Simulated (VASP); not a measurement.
# InP (Fm-3m) in VASP: a series of runs

Aim: see how the results for InP move with the level of theory and the settings. Levels: PBE-based screened hybrid with 75 % exact exchange, PBE-based screened hybrid with 10 % exact exchange. Tasks: single point.

Program: VASP 6.6.1. These are calculated values, not measurements. Logs are shortened: lines on timing, memory, paths and dates and some standing lists are left out, and cuts for length are marked.

### 1 The cell of the first run

Symmetry: Fm-3m, No. 225, cubic system. Conventional cell: a = 5.491 Å, b = 5.491 Å, c = 5.491 Å, α = 90.00°, β = 90.00°, γ = 90.00°. Within 3.6 Å of In (site symmetry m-3m) lie 6 P at 2.75 Å. P (site symmetry m-3m) has 6 In at 2.75 Å within 3.6 Å.

### 2 Single point, PBE-based screened hybrid with 75 % exact exchange

Input file POSCAR:

```
InP
1.0
    0.0000000000      2.7453630729      2.7453630729
    2.7453630729      0.0000000000      2.7453630729
    2.7453630729      2.7453630729      0.0000000000
In P
1 1
Direct
    0.0000000000      0.0000000000      0.0000000000
    0.5000000000      0.5000000000      0.5000000000
```

Input file INCAR.step1:

```
SYSTEM = InP
ALGO = Normal ; EDIFF = 1E-5
ENCUT = 520 ; GGA = PE
ISIF = 2 ; ISMEAR = -1
LASPH = .True. ; LCHARG = .False.
LREAL = .False. ; LWAVE = .True.
NBANDS = 16 ; NELM = 60
PREC = Accurate ; SIGMA = 0.02
```

Input file INCAR.step2:

```
SYSTEM = InP
AEXX = 0.75 ; ALGO = Normal
EDIFF = 1E-6 ; ENCUT = 520
GGA = PE ; HFSCREEN = 0.1
ISIF = 2 ; ISMEAR = -1
ISTART = 1 ; LASPH = .True.
LCHARG = .False. ; LHFCALC = .True.
LREAL = .False. ; LWAVE = .False.
NBANDS = 16 ; NELM = 60
PREC = Accurate ; PRECFOCK = Normal
SIGMA = 0.02
```

Input file KPOINTS:

```
k-points
0
Gamma
  4 4 4
  0 0 0
```

Potentials or basis: VASP PAW PBE potentials, release 64 (In_d, P).

Run with:

```
$ cat potpaw_PBE.64/In_d/POTCAR potpaw_PBE.64/P/POTCAR > POTCAR
$ cp INCAR.step1 INCAR
$ mpirun -np 1 vasp_std > vasp.out
$ cp INCAR.step2 INCAR
$ mpirun -np 1 vasp_std > vasp.out
```

OUTCAR:

```text
SYSTEM = InP
   AEXX = 0.75
   EDIFF = 1E-6
   ENCUT = 520
   GGA = PE
   HFSCREEN = 0.1
   ISIF = 2
   ISMEAR = -1
   ISTART = 1
   LASPH = .True.
   LHFCALC = .True.
   LREAL = .False.
   NELM = 60
   PREC = Accurate
   PRECFOCK = Normal

 ion  position               nearest neighbor table
   1  0.000  0.000  0.000-   2 2.75   2 2.75   2 2.75   2 2.75   2 2.75   2 2.75
   2  0.500  0.500  0.500-   1 2.75   1 2.75   1 2.75   1 2.75   1 2.75   1 2.75

  LATTYP: Found a face centered cubic cell.
 ALAT       =     5.4907261458

  Lattice vectors:

 A1 = (   0.0000000000,   2.7453630729,   2.7453630729)
 A2 = (   2.7453630729,   0.0000000000,   2.7453630729)
 A3 = (   2.7453630729,   2.7453630729,   0.0000000000)

Analysis of symmetry for initial positions (statically):
=====================================================================
 Subroutine PRICEL returns:
 Original cell was already a primitive cell.

 Routine SETGRP: Setting up the symmetry group for a
 face centered cubic supercell.

 Subroutine GETGRP returns: Found 48 space group operations
 (whereof 48 operations were pure point group operations)
 out of a pool of 48 trial point group operations.

The static configuration has the point symmetry O_h .

Analysis of symmetry for dynamics (positions and initial velocities):
=====================================================================
 Subroutine PRICEL returns:
 Original cell was already a primitive cell.

 Routine SETGRP: Setting up the symmetry group for a
 face centered cubic supercell.

 Subroutine GETGRP returns: Found 48 space group operations
 (whereof 48 operations were pure point group operations)
 out of a pool of 48 trial point group operations.

The dynamic configuration has the point symmetry O_h .

 Subroutine INISYM returns: Found 48 space group operations
 (whereof 48 operations are pure point group operations),
 and found     1 'primitive' translations

----------------------------------------------------------------------------------------

                                     Primitive cell

  volume of cell :      41.3837

  direct lattice vectors                    reciprocal lattice vectors
     0.000000000  2.745363073  2.745363073    -0.182125273  0.182125273  0.182125273
     2.745363073  0.000000000  2.745363073     0.182125273 -0.182125273  0.182125273
     2.745363073  2.745363073  0.000000000     0.182125273  0.182125273 -0.182125273

  length of vectors
     3.882529691  3.882529691  3.882529691     0.315450227  0.315450227  0.315450227

  position of ions in fractional coordinates (direct lattice)
     0.000000000  0.000000000  0.000000000
     0.500000000  0.500000000  0.500000000

  ion indices of the primitive-cell ions
   primitive index   ion index
                 1           1
                 2           2

----------------------------------------------------------------------------------------

 KPOINTS: k-points

Automatic generation of k-mesh.
 Grid dimensions read from file:
 generate k-points for:    4    4    4

 Generating k-lattice:

  Cartesian coordinates                     Fractional coordinates (reciprocal lattice)
    -0.045531318  0.045531318  0.045531318     0.250000000  0.000000000  0.000000000
     0.045531318 -0.045531318  0.045531318     0.000000000  0.250000000  0.000000000
     0.045531318  0.045531318 -0.045531318     0.000000000  0.000000000  0.250000000

  Length of vectors
     0.078862557  0.078862557  0.078862557

  Shift w.r.t. Gamma in fractional coordinates (k-lattice)
     0.000000000  0.000000000  0.000000000

 Subroutine IBZKPT returns following result:
 ===========================================

 Found      8 irreducible k-points:

 Following reciprocal coordinates:
            Coordinates               Weight
  0.000000  0.000000  0.000000      1.000000
  0.250000  0.000000  0.000000      8.000000
  0.500000  0.000000  0.000000      4.000000
  0.250000  0.250000  0.000000      6.000000
  0.500000  0.250000  0.000000     24.000000
 -0.250000  0.250000  0.000000     12.000000
  0.500000  0.500000  0.000000      3.000000
 -0.250000  0.500000  0.250000      6.000000
   k-points           NKPTS =      8   k-points in BZ     NKDIM =     64   number of bands    NBANDS=     16
   number of dos      NEDOS =    301   number of ions     NIONS =      2
   total plane-waves  NPLWV =  27000
   dimension x,y,z NGX =    30 NGY =   30 NGZ =   30
   dimension x,y,z NGXF=    60 NGYF=   60 NGZF=   60
   ions per type =               1   1
   NGX,Y,Z   is equivalent  to a cutoff of  12.85, 12.85, 12.85 a.u.
   NGXF,Y,Z  is equivalent  to a cutoff of  25.69, 25.69, 25.69 a.u.
 SYSTEM =  InP
   PREC   = accura    normal or accurate (medium, high low for compatibility)
   ISTART =      1    job   : 0-new  1-cont  2-samecut
   ICHARG =      0    charge: 1-file 2-atom 10-const
   ISPIN  =      1    spin polarized calculation?
   LNONCOLLINEAR =      F non collinear calculations
   LSORBIT =      F    spin-orbit coupling
   LASPH  =      T    aspherical Exc in radial PAW
   ENCUT  =  520.0 eV  38.22 Ry    6.18 a.u.   7.22  7.22  7.22*2*pi/ulx,y,z
   NELM   =     60;   NELMIN=  2; NELMDL=  0     # of ELM steps
   EDIFF  = 0.1E-05   stopping-criterion for ELM
   LREAL  =      F    real-space projection
   EDIFFG = 0.1E-04   stopping-criterion for IOM
   NSW    =      0    number of steps for IOM
   IBRION =     -1    ionic relax: 0-MD 1-quasi-New 2-CG
   NFREE  =      0    steps in history (QN), initial steepest desc. (CG)
   ISIF   =      2    stress and relaxation
   ISYM   =      3    0-nonsym 1-usesym 2-fastsym
   POTIM  = 0.5000    time-step for ionic-motion
   TEBEG  =    0.0;   TEEND  =   0.0 temperature during run
   PSTRESS=    0.0 pullay stress
   NELECT =      18.0000    total number of electrons
   NUPDOWN=      -1.0000    fix difference up-down
   EMIN   =  10.00;   EMAX   =-10.00  energy-range for DOS
   EFERMI =   0.00;   METHOD = LEGACY
   ISMEAR =    -1;   SIGMA  =   0.02  broadening in eV -4-tet -1-fermi 0-gaus
   EFERMI_NEDOS =   21; number of points for ismear=-14 and -15
   IALGO  =     38    algorithm
   IMIX   =      1    mixing-type and parameters
     AMIX     =   0.40;   BMIX     =  1.00
     AMIX_MAG =   1.60;   BMIX_MAG =  1.00
  volume/ion in A,a.u.               =      20.69       139.64
  Fermi-wavevector in a.u.,A,eV,Ry     =   1.240383  2.343984 20.933251  1.538551
  Thomas-Fermi vector in A             =   2.374826
   LORBIT       =      0    0 simple, 1 ext, 2 COOP (PROOUT), +10 PAW based schemes
   GGA     = PE    functional components
   LHFCALC =     T    Hartree Fock is set to
   PRECFOCK=normal    Normal, Fast or Accurate (Low or Medium for compatibility)
   ENCUT4O =  -1.0   cutoff for four orbital integrals eV
   NKREDX  =     1    reduce k-point grid by
   NKREDY  =     1    reduce k-point grid by
   NKREDZ  =     1    reduce k-point grid by
   AEXX    =    0.7500 exact exchange contribution
   HFSCREEN=    0.1000 screening length (either q_TF or 0.3 A-1)
   HFSCREENC=   0.1000 screening length for correlation (either q_TF or 0.3 A-1)
   ENCUTFOCK=  -1.0 apply spherical cutoff to Coloumb kernel
   IVDW    =     0    specifies the selected vdW correction
   LEPSILON=     F    determine dielectric tensor
   LRPA    =     F    only Hartree local field effects (RPA)
 non-spin polarized calculation
  energy-cutoff  :      520.00
  volume of cell :       41.38
 maximum number of plane-waves:      1139
 NGX is ok and might be reduce to    30
  NGX = 24; NGY = 24; NGZ = 24

 number of electron      18.0000004 magnetization

 Free energy of the ion-electron system (eV)
  ---------------------------------------------------
  ext. energy  EPLUGINS =         0.00000000
  ---------------------------------------------------
  free energy    TOTEN  =       -13.89129684 eV

  energy without entropy =      -13.88989100  energy(sigma->0) =      -13.89059392

 E-fermi :   6.5962     XC(G=0):  -4.4933

 val. band max:        5.8238413449   @ k =   0.5000   0.0000   0.0000
 cond. band min:       6.6181854490   @ k =   0.5000   0.0000   0.0000
 fundamental gap:      0.7943441041
 Fermi energy:         6.5962132032

 k-point     1 :       0.0000    0.0000    0.0000
  band No.  band energies     occupation
      1     -14.3034      2.00000
      2     -14.3033      2.00000
      3     -14.2455      2.00000
      4     -14.2417      2.00000
      5     -14.2388      2.00000
      6     -10.5786      2.00000
[... 8 lines left out ...]
     15      18.9871      0.00000
     16      19.0033      0.00000

 k-point     2 :       0.2500    0.0000    0.0000
  band No.  band energies     occupation
      1     -14.3404      2.00000
      2     -14.3395      2.00000
      3     -14.2466      2.00000
      4     -14.2080      2.00000
      5     -14.2006      2.00000
      6      -9.5521      2.00000
[... 8 lines left out ...]
     15      18.4543      0.00000
     16      18.4589      0.00000

 k-point     3 :       0.5000    0.0000    0.0000
  band No.  band energies     occupation
      1     -14.3817      2.00000
      2     -14.3807      2.00000
      3     -14.2556      2.00000
      4     -14.1654      2.00000
      5     -14.1579      2.00000
      6      -7.7401      2.00000
[... 8 lines left out ...]
     15      21.8364      0.00000
     16      21.8367      0.00000

 k-point     4 :       0.2500    0.2500    0.0000
  band No.  band energies     occupation
      1     -14.4470      2.00000
      2     -14.2810      2.00000
      3     -14.2693      2.00000
      4     -14.1896      2.00000
      5     -14.1862      2.00000
      6      -9.1255      2.00000
[... 8 lines left out ...]
     15      20.9847      0.00000
     16      22.6391      0.00000

 k-point     5 :       0.5000    0.2500    0.0000
  band No.  band energies     occupation
      1     -14.5113      2.00000
      2     -14.3166      2.00000
      3     -14.2542      2.00000
      4     -14.1736      2.00000
      5     -14.1504      2.00000
      6      -7.1695      2.00000
[... 8 lines left out ...]
     15      22.5442      0.00000
     16      23.4881      0.00000

 k-point     6 :      -0.2500    0.2500    0.0000
  band No.  band energies     occupation
      1     -14.4128      2.00000
      2     -14.3624      2.00000
      3     -14.2240      2.00000
      4     -14.1960      2.00000
      5     -14.1812      2.00000
      6      -7.9603      2.00000
[... 8 lines left out ...]
     15      22.1770      0.00000
     16      22.3153      0.00000

 k-point     7 :       0.5000    0.5000    0.0000
  band No.  band energies     occupation
      1     -14.6442      2.00000
      2     -14.2973      2.00000
      3     -14.2588      2.00000
      4     -14.1299      2.00000
      5     -14.1265      2.00000
      6      -6.2629      2.00000
[... 8 lines left out ...]
     15      23.1252      0.00000
     16      24.3558      0.00000

 k-point     8 :      -0.2500    0.5000    0.2500
  band No.  band energies     occupation
      1     -14.5503      2.00000
      2     -14.3209      2.00000
      3     -14.2203      2.00000
      4     -14.2166      2.00000
      5     -14.1269      2.00000
      6      -6.2125      2.00000
[... 8 lines left out ...]
     15      22.4402      0.00000
     16      24.3658      0.00000

------------------------ aborting loop because EDIFF is reached ----------------------------------------

  FORCE on cell =-STRESS in cart. coord.  units (eV):
  Direction    XX          YY          ZZ          XY          YZ          ZX
  --------------------------------------------------------------------------------------
  -------------------------------------------------------------------------------------
  Total       -1.5875970     -1.5875970     -1.5875970     -0.0000000     -0.0000000      0.0000000
  in kB      -61.4640936    -61.4640936    -61.4640936     -0.0000000     -0.0000000      0.0000000
  external PRESSURE =     -61.4640936 kB  Pullay stress =       0.0000000 kB

 VOLUME and BASIS-vectors are now :
 -----------------------------------------------------------------------------
  energy-cutoff  :      520.00
  volume of cell :       41.38
      direct lattice vectors                 reciprocal lattice vectors
     0.000000000  2.745363073  2.745363073    -0.182125273  0.182125273  0.182125273
     2.745363073  0.000000000  2.745363073     0.182125273 -0.182125273  0.182125273
     2.745363073  2.745363073  0.000000000     0.182125273  0.182125273 -0.182125273

 POSITION                                       TOTAL-FORCE (eV/Angst)
 -----------------------------------------------------------------------------------
      0.00000      0.00000      0.00000         0.000000     -0.000000     -0.000000
      2.74536      2.74536      2.74536         0.000000      0.000000      0.000000
 -----------------------------------------------------------------------------------
    total drift:                                0.000002      0.000003      0.000003

  FREE ENERGIE OF THE ION-ELECTRON SYSTEM (eV)
  ---------------------------------------------------
  free  energy   TOTEN  =       -13.8912968413 eV

  energy  without entropy=      -13.8898910035  energy(sigma->0) =      -13.89059392
```

Wall time 38 min (1 thread of Intel Xeon Platinum 8259CL at 2.50GHz (Skylake/Cascade Lake), shared host); peak memory 0.27 GiB.

Results:

| Item | Value |
| --- | --- |
| Free energy | -13.8913 eV |
| Pressure | -6.1 GPa |
| Band gap on the k mesh | zero (bands 9 and 10 overlap by 2.05 eV) |

Levels at points of the mesh, in eV from the Fermi level:
```
           k point  band 5  band 6  band 7  band 8  band 9  band 10  band 11  band 12  band 13  band 14
(0.00, 0.00, 0.00)  -20.84  -17.17   -1.32   -1.27   -1.23     3.43     9.74     9.74     9.75    12.11
(0.50, 0.00, 0.00)  -20.75  -14.34   -9.72   -0.77    0.02     4.74     5.68     5.71     9.07    14.76
(0.50, 0.50, 0.00)  -20.72  -12.86   -7.69   -4.09   -4.06    -2.03     5.75    14.32    14.33    14.52
```

Caveat: the k points lie up to 0.50 Å⁻¹ apart, too coarse for converged energies and pressures of a metal; the structure was generated, so it needn't be the stable form of InP; the PAW data sets were made with another functional, which shifts forces and pressure a little; spin-orbit coupling is left out, which moves the levels of the heavy elements.

### 3 Single point, PBE-based screened hybrid with 10 % exact exchange

POSCAR is that of step 2.

Input file INCAR.step1:

```
  PREC = Accurate
  ENCUT = 520
  EDIFF = 1E-5
  ISMEAR = -1
  SIGMA = 0.02
  LREAL = F
  LASPH = T
  NELM = 100
  ALGO = Normal
  ISIF = 2
  LWAVE = T
  LCHARG = F
  NBANDS = 16
  GGA = PE
```

Input file INCAR.step2:

```
  PREC = Accurate
  ENCUT = 520
  EDIFF = 1E-6
  ISMEAR = -1
  SIGMA = 0.02
  LREAL = F
  LASPH = T
  NELM = 100
  ALGO = Normal
  ISIF = 2
  LWAVE = F
  LCHARG = F
  GGA = PE
  LHFCALC = T
  AEXX = 0.1
  HFSCREEN = 0.3
  PRECFOCK = Normal
  NBANDS = 16
  ISTART = 1
```

Input file KPOINTS:

```
regular mesh
0
Gamma
  4 4 4
```

Potentials or basis: VASP PAW PBE potentials, release 64 (In_d, P).

Run with:

```
$ cat potpaw_PBE.64/In_d/POTCAR potpaw_PBE.64/P/POTCAR > POTCAR
$ cp INCAR.step1 INCAR
$ mpirun -np 1 vasp_std > vasp.out
$ cp INCAR.step2 INCAR
$ mpirun -np 1 vasp_std > vasp.out
```

Wall time 8.2 min (1 thread of Intel Xeon Platinum 8259CL at 2.50GHz (Skylake/Cascade Lake), shared host); peak memory 0.27 GiB.

It converged, with:

```
Free energy            : -8.1153 eV
Pressure               : 1.2 GPa
Band gap on the k mesh : zero (bands 9 and 10 overlap by 2.70 eV)
```

Levels at points of the mesh, in eV from the Fermi level:
```csv
k point,band 6,band 7,band 8,band 9,band 10,band 11,band 12,band 13
"(0.00, 0.00, 0.00)",-12.90,-0.48,-0.48,-0.48,0.74,7.10,7.10,7.10
"(0.50, 0.00, 0.00)",-10.61,-7.27,-0.01,-0.01,2.47,3.31,3.31,5.48
"(0.50, 0.50, 0.00)",-9.41,-5.51,-2.71,-2.71,-2.71,3.71,10.27,10.27
```

Caveat: the k points lie up to 0.50 Å⁻¹ apart, too coarse for converged energies and pressures of a metal; the structure was generated, so it needn't be the stable form of InP; the PAW data sets were made with another functional, which shifts forces and pressure a little; spin-orbit coupling is left out, which moves the levels of the heavy elements.

The gap in the log of VASP goes by the Fermi energy; the results here count the filled bands.